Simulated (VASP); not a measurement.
TiCo3:

```xyz
4
Lattice="3.6140 0.0000 0.0000 0.0000 3.6140 0.0000 0.0000 0.0000 3.6140" Properties=species:S:1:pos:R:3 pbc="T T T"
Ti    0.0000    0.0000    0.0000
Co    0.0000    1.8070    1.8070
Co    1.8070    0.0000    1.8070
Co    1.8070    1.8070    0.0000
```

Base run:

```yaml
Program: VASP 6.6.1
Functional: r2SCAN
Potentials_or_basis: VASP PAW PBE potentials, release 64 (Ti_sv, Co)
Cutoff: 520 eV
k_mesh: 14 × 14 × 14
Occupations: gaussian, width 0.1 eV
Spin: collinear spin, ferrimagnetic start
Starting_moments: "[-0.74, 1.48, 1.48, 1.48] μB"
```

Its results: pressure -4.1 GPa; net moment 2.79 μB per cell; site moments Ti -0.74; Co +1.29 μB.

Task: The run is repeated on the same cell with these changes: k mesh from 14 × 14 × 14 to 4 × 4 × 4. What comes out?

Result: Pressure -3.6 GPa; net moment 2.94 μB per cell; site moments Ti -0.70; Co +1.33 μB.

Caveats: some runs use coarse meshes; the PAW data sets were made with another functional, which shifts forces and pressure a little; the cell stands under tension (at least some runs).
